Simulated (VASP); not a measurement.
La: single point with PBEsol

The system is La.

```xyz
1
Lattice="3.1786 0.0000 0.0000 0.0000 3.1786 0.0000 0.0000 0.0000 3.1786" Properties=species:S:1:pos:R:3 pbc="T T T"
La    0.0000    0.0000    0.0000
```

This cell differs from its parent crystal: volume scaled by 0.96.

```yaml
Program: VASP 6.6.1
Task: single point
Functional: PBEsol
Potentials_or_basis: VASP PAW PBE potentials, release 64 (La)
Cutoff: 520 eV
k_mesh: 11 × 11 × 11
Occupations: fermi-dirac, width 0.1 eV
Spin: no spin polarisation
```

```json
{
 "Pressure": "1.3 GPa"
}
```

Levels at points of the mesh, in eV from the Fermi level:
| k point | band 3 | band 4 | band 5 | band 6 | band 7 | band 8 | band 9 | band 10 |
| --- | --- | --- | --- | --- | --- | --- | --- | --- |
| (0.00, 0.00, 0.00) | -15.29 | -15.29 | -2.73 | -1.36 | -1.36 | 2.22 | 2.22 | 2.22 |

It took 12 s on 1 thread of Intel(R) Xeon(R) 6975P-C (Granite Rapids), on a shared host, peak memory 0.15 GiB.

Caveat: the PAW data sets were made with another functional, which shifts forces and pressure a little; spin-orbit coupling is left out, which moves the levels of the heavy elements.
